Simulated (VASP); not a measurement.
A run of VASP 6.6.1 is set up as follows.

Contents of INCAR:

```
ALGO     = Normal         # electronic algorithm
EDIFF    = 1E-6           # SCF threshold, eV
ENCUT    = 600            # plane-wave cutoff, eV
GGA      = PE             # functional
GGA_COMPAT= False        
ISIF     = 2              # what is computed and relaxed
ISMEAR   = -1             # smearing method
ISPIN    = 2              # spin polarisation
LASPH    = True           # aspherical terms in the spheres
LCHARG   = True           # write CHGCAR
LDAU     = True           # DFT+U
LDAUJ    = 0            
LDAUL    = 2              # shell
LDAUPRINT= 1            
LDAUTYPE = 2            
LDAUU    = 2.7            # U, eV
LELF     = True           # ELF
LMAXMIX  = 4              # l up to which the mixer works
LORBIT   = 11             # projections on sites
LREAL    = False          # projectors in reciprocal space
LVHAR    = True         
LWAVE    = False          # write WAVECAR
MAGMOM   = 3 3            # initial moments
NBANDS   = 20             # bands
NELM     = 200            # most SCF steps
PREC     = Accurate       # precision mode
SIGMA    = 0.05           # smearing width, eV
```

File KPOINTS:

```
k-points
0
Gamma
  6 12 12
```

File POSCAR:

```
Co
1.0
    0.0000000000      3.5890000000      3.5890000000
    1.7945000000      0.0000000000      1.7945000000
    1.7945000000      1.7945000000      0.0000000000
Co
2
Direct
    0.0000000000      0.0000000000      0.0000000000
    0.5000000000      0.0000000000      0.0000000000
```

Potentials or basis: VASP PAW PBE potentials, release 64 (Co).

Launch:

```sh
$ cat potpaw_PBE.64/Co/POTCAR > POTCAR
$ mpirun -np 1 vasp_std > vasp.out
```

(1) Estimate the net moment.

(2) What does it give for the site moments?

(3) Predict the pressure.

Answers

(1) 3.56 μB per cell.

(2) Co +1.84 μB.

(3) -6.0 GPa.

Caveat: the U is typed as a test and isn't derived for this compound.
